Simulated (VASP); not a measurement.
# Tc (I4/mmm) in VASP: single point with PBEsol

Aim: the single point of Tc with PBEsol.

Everything below comes from runs of VASP 6.6.1. Logs are shortened: lines on timing, memory, paths and dates and some standing lists are left out, and cuts for length are marked.

## (1) The cell of the first run

It takes space group I4/mmm (No. 139, tetragonal). The conventional cell has a = 3.920 Å, b = 3.920 Å, c = 7.814 Å, α = 90.00°, β = 90.00°, γ = 90.00°. Tc (site symmetry -4m2) has 8 Tc at 2.77 Å within 3.6 Å. Tc (site symmetry 4/mmm) has 8 Tc at 2.77 Å within 3.6 Å.

## (2) Single point, PBEsol

Contents of INCAR:

```
SYSTEM = Tc
PREC = Accurate ; ENCUT = 520
EDIFF = 1E-6 ; ISMEAR = -1
SIGMA = 0.1 ; LREAL = .FALSE.
LASPH = .TRUE. ; NELM = 100
ALGO = Normal ; ISIF = 2
LWAVE = .FALSE. ; LCHARG = .TRUE.
GGA = PS ; LELF = .TRUE.
LVHAR = .TRUE. ; NBANDS = 26
```

Contents of KPOINTS:

```
Automatic mesh
0
G
  8 8 8
  0 0 0
```

Contents of POSCAR:

```
Tc
1.0
   -1.9597600000      1.9597600000      3.9068480000
    1.9597600000     -1.9597600000      3.9068480000
    1.9597600000      1.9597600000     -3.9068480000
Tc
3
Direct
    0.7500000000      0.2500000000      0.5000000000
    0.2500000000      0.7500000000      0.5000000000
    0.5000000000      0.5000000000      0.0000000000
```

Potentials or basis: VASP PAW PBE potentials, release 64 (Tc_pv).

On the command line:

```
> cat potpaw_PBE.64/Tc_pv/POTCAR > POTCAR
> mpirun -np 1 vasp_std > vasp.out
```

OUTCAR:

```text
SYSTEM = Tc
   PREC = Accurate
   ENCUT = 520
   EDIFF = 1E-6
   ISMEAR = -1
   LREAL = .FALSE.
   LASPH = .TRUE.
   NELM = 100
   ISIF = 2
   GGA = PS

 ion  position               nearest neighbor table
   1  0.750  0.250  0.500-   3 2.77   3 2.77   3 2.77   3 2.77   2 2.77   2 2.77   2 2.77   2 2.77

   2  0.250  0.750  0.500-   3 2.77   3 2.77   3 2.77   3 2.77   1 2.77   1 2.77   1 2.77   1 2.77

   3  0.500  0.500  0.000-   2 2.77   1 2.77   1 2.77   2 2.77   1 2.77   2 2.77   2 2.77   1 2.77

  LATTYP: Found a body centered tetragonal cell.
 ALAT       =     3.9195200000
 C/A-ratio  =     1.9935339021

  Lattice vectors:

 A1 = (  -1.9597600000,   1.9597600000,   3.9068480000)
 A2 = (   1.9597600000,  -1.9597600000,   3.9068480000)
 A3 = (   1.9597600000,   1.9597600000,  -3.9068480000)

Analysis of symmetry for initial positions (statically):
=====================================================================
 Subroutine PRICEL returns:
 Original cell was already a primitive cell.

 Routine SETGRP: Setting up the symmetry group for a
 body centered tetragonal supercell.

 Subroutine GETGRP returns: Found 16 space group operations
 (whereof 16 operations were pure point group operations)
 out of a pool of 16 trial point group operations.

The static configuration has the point symmetry D_4h.

Analysis of symmetry for dynamics (positions and initial velocities):
=====================================================================
 Subroutine PRICEL returns:
 Original cell was already a primitive cell.

 Routine SETGRP: Setting up the symmetry group for a
 body centered tetragonal supercell.

 Subroutine GETGRP returns: Found 16 space group operations
 (whereof 16 operations were pure point group operations)
 out of a pool of 16 trial point group operations.

The dynamic configuration has the point symmetry D_4h.

 Subroutine INISYM returns: Found 16 space group operations
 (whereof 16 operations are pure point group operations),
 and found     1 'primitive' translations

----------------------------------------------------------------------------------------

                                     Primitive cell

  volume of cell :      60.0195

  direct lattice vectors                    reciprocal lattice vectors
    -1.959760000  1.959760000  3.906848000     0.000000000  0.255133282  0.127980408
[... 80 lines left out ...]
   ISTART =      0    job   : 0-new  1-cont  2-samecut
   ICHARG =      2    charge: 1-file 2-atom 10-const
   ISPIN  =      1    spin polarized calculation?
   LNONCOLLINEAR =      F non collinear calculations
   LSORBIT =      F    spin-orbit coupling
   LASPH  =      T    aspherical Exc in radial PAW
   ENCUT  =  520.0 eV  38.22 Ry    6.18 a.u.   8.91  8.91  8.91*2*pi/ulx,y,z
   NELM   =    100;   NELMIN=  2; NELMDL= -5     # of ELM steps
   EDIFF  = 0.1E-05   stopping-criterion for ELM
   LREAL  =      F    real-space projection
   EDIFFG = 0.1E-04   stopping-criterion for IOM
   NSW    =      0    number of steps for IOM
   IBRION =     -1    ionic relax: 0-MD 1-quasi-New 2-CG
   NFREE  =      0    steps in history (QN), initial steepest desc. (CG)
   ISIF   =      2    stress and relaxation
   ISYM   =      2    0-nonsym 1-usesym 2-fastsym
   POTIM  = 0.5000    time-step for ionic-motion
   TEBEG  =    0.0;   TEEND  =   0.0 temperature during run
   PSTRESS=    0.0 pullay stress
   NELECT =      39.0000    total number of electrons
   NUPDOWN=      -1.0000    fix difference up-down
   EMIN   =  10.00;   EMAX   =-10.00  energy-range for DOS
   EFERMI =   0.00;   METHOD = LEGACY
   ISMEAR =    -1;   SIGMA  =   0.10  broadening in eV -4-tet -1-fermi 0-gaus
   EFERMI_NEDOS =   21; number of points for ismear=-14 and -15
   IALGO  =     38    algorithm
   IMIX   =      4    mixing-type and parameters
     AMIX     =   0.40;   BMIX     =  1.00
     AMIX_MAG =   1.60;   BMIX_MAG =  1.00
  volume/ion in A,a.u.               =      20.01       135.01
  Fermi-wavevector in a.u.,A,eV,Ry     =   1.417965  2.679566 27.356222  2.010626
  Thomas-Fermi vector in A             =   2.539140
   LORBIT       =      0    0 simple, 1 ext, 2 COOP (PROOUT), +10 PAW based schemes
   GGA     = PS    functional components
   LHFCALC =     F    Hartree Fock is set to
   AEXX    =    0.0000 exact exchange contribution
   IVDW    =     0    specifies the selected vdW correction
   LEPSILON=     F    determine dielectric tensor
   LRPA    =     F    only Hartree local field effects (RPA)
 non-spin polarized calculation
  energy-cutoff  :      520.00
  volume of cell :       60.02
 maximum number of plane-waves:      1638
   NGX = 17   NGY = 17   NGZ = 17

 number of electron      39.0000004 magnetization

 Free energy of the ion-electron system (eV)
  ---------------------------------------------------
  ext. energy  EPLUGINS =         0.00000000
  ---------------------------------------------------
  free energy    TOTEN  =       -29.87857520 eV

  energy without entropy =      -29.71673202  energy(sigma->0) =      -29.79765361

 E-fermi :   7.7395     XC(G=0): -11.8497

 val. band max:        7.7350268794   @ k =   0.3750   0.1250   0.1250
 cond. band min:       7.7397082272   @ k =  -0.1250   0.3750   0.1250
 fundamental gap:      0.0046813478
 Fermi energy:         7.7394687333

 k-point     1 :       0.0000    0.0000    0.0000
  band No.  band energies     occupation
      1     -31.4701      2.00000
      2     -31.3080      2.00000
      3     -31.3080      2.00000
      4     -31.1034      2.00000
      5     -31.1034      2.00000
      6     -30.8935      2.00000
[... 685 lines left out ...]
     25       9.6904      0.00000
     26      10.3009      0.00000

 [... further k-points ...]
[... 5 lines left out ...]
  --------------------------------------------------------------------------------------
  -------------------------------------------------------------------------------------
  Total      -10.9852442    -10.9852442    -12.8343391      0.0000000     -0.0000000      0.0000000
  in kB     -293.2432437   -293.2432437   -342.6035105      0.0000000     -0.0000000      0.0000000
  external PRESSURE =    -309.6966660 kB  Pullay stress =       0.0000000 kB

 VOLUME and BASIS-vectors are now :
 -----------------------------------------------------------------------------
  energy-cutoff  :      520.00
  volume of cell :       60.02
      direct lattice vectors                 reciprocal lattice vectors
    -1.959760000  1.959760000  3.906848000     0.000000000  0.255133282  0.127980408
     1.959760000 -1.959760000  3.906848000     0.255133282  0.000000000  0.127980408
     1.959760000  1.959760000 -3.906848000     0.255133282  0.255133282  0.000000000

 POSITION                                       TOTAL-FORCE (eV/Angst)
 -----------------------------------------------------------------------------------
      0.00000      1.95976      1.95342         0.000000      0.000000      0.000000
      1.95976      0.00000      1.95342         0.000000      0.000000     -0.000000
      0.00000      0.00000      3.90685        -0.000000     -0.000000     -0.000000
 -----------------------------------------------------------------------------------
    total drift:                               -0.000000      0.000000     -0.000000

  FREE ENERGIE OF THE ION-ELECTRON SYSTEM (eV)
  ---------------------------------------------------
  free  energy   TOTEN  =       -29.8785752029 eV

  energy  without entropy=      -29.7167320231  energy(sigma->0) =      -29.79765361
```

OSZICAR:

```text
N       E                     dE             d eps       ncg     rms          rms(c)
DAV:   1     0.511763666354E+03    0.51176E+03   -0.23375E+04  3116   0.148E+03
DAV:   2    -0.153402027151E+02   -0.52710E+03   -0.51843E+03  3326   0.447E+02
DAV:   3    -0.318891143865E+02   -0.16549E+02   -0.16107E+02  3854   0.895E+01
DAV:   4    -0.321549734801E+02   -0.26586E+00   -0.26416E+00  3370   0.111E+01
DAV:   5    -0.321579594568E+02   -0.29860E-02   -0.29841E-02  3388   0.115E+00    0.213E+01
DAV:   6    -0.300272948908E+02    0.21307E+01   -0.72361E+00  3394   0.188E+01    0.473E+00
DAV:   7    -0.300318338974E+02   -0.45390E-02   -0.13302E+00  3522   0.875E+00    0.368E+00
DAV:   8    -0.298939717870E+02    0.13786E+00   -0.73866E-01  3400   0.547E+00    0.111E+00
DAV:   9    -0.298784872807E+02    0.15485E-01   -0.28623E-02  3172   0.122E+00    0.124E-01
DAV:  10    -0.298785629340E+02   -0.75653E-04   -0.75969E-04  3586   0.216E-01    0.487E-02
DAV:  11    -0.298785743818E+02   -0.11448E-04   -0.53307E-05  3276   0.499E-02    0.141E-02
DAV:  12    -0.298785757798E+02   -0.13980E-05   -0.66819E-06  2878   0.242E-02    0.419E-03
DAV:  13    -0.298785752029E+02    0.57694E-06   -0.68316E-07  1586   0.762E-03
   1 F= -.29878575E+02 E0= -.29797654E+02  d E =-.161843E+00
```

It took 56 s on 1 thread of AMD EPYC 9R45 (Zen 5), shared host; peak memory 0.21 GiB.

What came out:

```
Free energy : -29.8786 eV
Pressure    : -31.0 GPa
```

Stress tensor (GPa, compression positive):
```
-29.32   0.00   0.00
  0.00 -29.32   0.00
  0.00   0.00 -34.26
```

Levels at points of the mesh, in eV from the Fermi level:
```tsv
k point	band 18	band 19	band 20	band 21	band 22	band 23
(0.00, 0.00, 0.00)	-1.60	0.37	0.74	0.82	1.67	1.67
(0.50, 0.00, 0.00)	-1.27	-0.68	-0.66	0.15	0.52	0.60
(0.50, 0.50, 0.00)	-1.03	-0.22	0.04	0.92	1.00	1.89
(0.50, 0.50, 0.50)	-0.01	0.55	0.55	1.06	1.73	2.33
```

Caveat: the PAW data sets were made with another functional, which shifts forces and pressure a little.
